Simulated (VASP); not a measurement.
Wanted: the native input for a VASP 6.6.1 run.

- Task: single point
- Functional: PBE
- Potentials or basis: VASP PAW PBE potentials, release 64 (Mg, Ti_sv, O)
- Cutoff: 520 eV
- k mesh: 12 × 12 × 2
- Occupations: gaussian, width 0.2 eV
- Spin: no spin polarisation
- Dipole correction: no
- Further INCAR settings: ALGO = Normal; EDIFF = 1e-06; NBANDS = 32

The structure of Mg2Ti2O3 lies in POSCAR:

```
Mg2Ti2O3
1.0
    2.9528247090      0.0000000000      0.0000000000
   -1.4764123545      2.5572212110      0.0000000000
    0.0000000000      0.0000000000     10.1535915401
Mg Ti O
2 2 3
Direct
    0.3333333333      0.6666666667      0.1287967988
    0.6666666667      0.3333333333      0.8712032012
    0.6666666667      0.3333333333      0.3922585098
    0.3333333333      0.6666666667      0.6077414902
    0.0000000000      0.0000000000      0.2560600008
    1.0000000000      0.0000000000      0.7439399992
    0.0000000000      0.0000000000      0.0000000000
```

One way to write it, as run:

INCAR

```
PREC = Accurate
ENCUT = 520
EDIFF = 1E-6
ISMEAR = 0
SIGMA = 0.2
LREAL = F
LASPH = T
NELM = 100
ALGO = Normal
ISIF = 2
LWAVE = F
LCHARG = F
GGA = PE
NBANDS = 32
```

KPOINTS

```
regular mesh
0
Gamma
  12 12 2
```

Potentials or basis: VASP PAW PBE potentials, release 64 (Mg, Ti_sv, O).

Launch:

```console
$ cat potpaw_PBE.64/Mg/POTCAR potpaw_PBE.64/Ti_sv/POTCAR potpaw_PBE.64/O/POTCAR > POTCAR
$ mpirun -np 1 vasp_std > vasp.out
```

Results of the run:

| Item | Value |
| --- | --- |
| Pressure | -0.3 GPa |
| Largest force | 0.043 eV/Å |
| Band gap on the k mesh | zero (bands 23 and 24 overlap by 0.64 eV) |

Wall time 40 s on 1 thread of Intel(R) Xeon(R) 6975P-C (Granite Rapids), on a shared host, peak memory 0.25 GiB.
